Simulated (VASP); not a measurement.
Wanted: the native input for a VASP 6.6.1 run.

```yaml
Task: single point
Functional: r2SCAN
Dispersion: rVV10
Potentials_or_basis: VASP PAW PBE potentials, release 64 (Ti_sv, Al)
Cutoff: 520 eV
k_mesh: 6 × 6 × 6
Occupations: gaussian, width 0.1 eV
Spin: no spin polarisation
Dipole_correction: no
Further_INCAR_settings: ALGO = Normal; EDIFF = 1e-06; NBANDS = 18
```

Crystal: TiAl3 (scanv).

```
Ti Al
1.0
    -1.91111    1.91111    4.28067
     1.91111   -1.91111    4.28067
     1.91111    1.91111   -4.28067
Ti Al
1 3
Cartesian
  0.0000 0.0000 0.0000
  0.0000 0.0000 4.2807
  0.0000 1.9111 2.1403
  1.9111 0.0000 2.1403
```

The input as run:

POSCAR

```
TiAl3
1.0
   -1.9111067700      1.9111067700      4.2806687900
    1.9111067700     -1.9111067700      4.2806687900
    1.9111067700      1.9111067700     -4.2806687900
Ti Al
1 3
Direct
    0.0000000000      0.0000000000      0.0000000000
    0.5000000000      0.5000000000      0.0000000000
    0.7500000000      0.2500000000      0.5000000000
    0.2500000000      0.7500000000      0.5000000000
```

INCAR.step1

```
SYSTEM = TiAl3
  PREC = Accurate
  ENCUT = 520
  ISMEAR = 0
  SIGMA = 0.1
  LREAL = .False.
  LASPH = .True.
  NELM = 60
  NBANDS = 18
  GGA = PE
  ALGO = Normal
  EDIFF = 1E-4
  LWAVE = .True.
  LCHARG = .False.
```

INCAR.step2

```
SYSTEM = TiAl3
  PREC = Accurate
  ENCUT = 520
  EDIFF = 1E-6
  ISMEAR = 0
  SIGMA = 0.1
  LREAL = .False.
  LASPH = .True.
  NELM = 60
  ALGO = Normal
  ISIF = 2
  LWAVE = .False.
  LCHARG = .False.
  METAGGA = R2SCAN
  LMIXTAU = .True.
  LUSE_VDW = .True.
  IVDW_NL = 2
  BPARAM = 11.95
  CPARAM = 0.0093
  NBANDS = 18
  ISTART = 1
```

KPOINTS

```
Automatic mesh
0
Gamma
  6 6 6
  0 0 0
```

Potentials or basis: VASP PAW PBE potentials, release 64 (Ti_sv, Al).

The run is started by

```console
$ cat potpaw_PBE.64/Ti_sv/POTCAR potpaw_PBE.64/Al/POTCAR > POTCAR
$ cp INCAR.step1 INCAR
$ mpirun -np 1 vasp_std > vasp.out
$ cp INCAR.step2 INCAR
$ mpirun -np 1 vasp_std > vasp.out
```

Results of the run:

The pressure is -0.4 GPa.

Caveat: the k points lie up to 0.39 Å⁻¹ apart; the PAW data sets were made with another functional, which shifts forces and pressure a little.

It took 4.9 min on 1 thread of Intel(R) Xeon(R) Platinum 8375C CPU @ 2.90GHz (Ice Lake) (shared host), peak memory 0.49 GiB.
